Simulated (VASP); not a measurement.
Write the native input for VASP 6.6.1 that does the following.

```
Task                   : single point
Functional             : PBE
Potentials or basis    : VASP PAW PBE potentials, release 64 (Li_sv, F)
Cutoff                 : 750 eV
k mesh                 : 1 × 1 × 1
Occupations            : gaussian, width 0.01 eV
Spin                   : no spin polarisation
Dipole correction      : no
Further INCAR settings : ALGO = Normal; EDIFF = 1e-06; NBANDS = 30
```

The structure of LiF lies in POSCAR:

```
LiF
1.0
    3.9000811931      0.0000000000      0.0000000000
    0.0000000000      3.9000811931      0.0000000000
    0.0000000000      0.0000000000      3.9000811931
Li F
4 4
Direct
    0.0000000000      0.0000000000      0.0000000000
    0.5000000000      0.5000000000      0.0000000000
    0.5000000000      0.0000000000      0.5000000000
    0.0000000000      0.5000000000      0.5000000000
    0.5000000000      0.5000000000      0.5000000000
    1.0000000000      1.0000000000      0.5000000000
    1.0000000000      0.5000000000      1.0000000000
    0.5000000000      1.0000000000      1.0000000000
```

These files were run (other wordings do the same):

INCAR

```
SYSTEM = LiF
  ALGO = Normal
  EDIFF = 1E-6
  ENCUT = 750
  GGA = PE
  GGA_COMPAT = .False.
  ISIF = 2
  ISMEAR = 0
  LASPH = .True.
  LCHARG = .True.
  LELF = .True.
  LREAL = .False.
  LVHAR = .True.
  LWAVE = .False.
  NBANDS = 30
  NELM = 120
  PREC = Accurate
  SIGMA = 0.01
```

KPOINTS

```
k-points
0
Gamma
  1 1 1
  0 0 0
```

Potentials or basis: VASP PAW PBE potentials, release 64 (Li_sv, F).

Run with:

```sh
$ cat potpaw_PBE.64/Li_sv/POTCAR potpaw_PBE.64/F/POTCAR > POTCAR
$ mpirun -np 1 vasp_gam > vasp.out
```

Results of the run:

```json
{"Pressure": "-0.4 GPa", "Band gap on the k mesh": "10.09 eV"}
```

Caveat: the k points lie up to 1.61 Å⁻¹ apart.

Wall time 9.9 s on 1 thread of Intel(R) Xeon(R) Platinum 8259CL CPU @ 2.50GHz (Skylake/Cascade Lake) (shared host), peak memory 0.18 GiB.
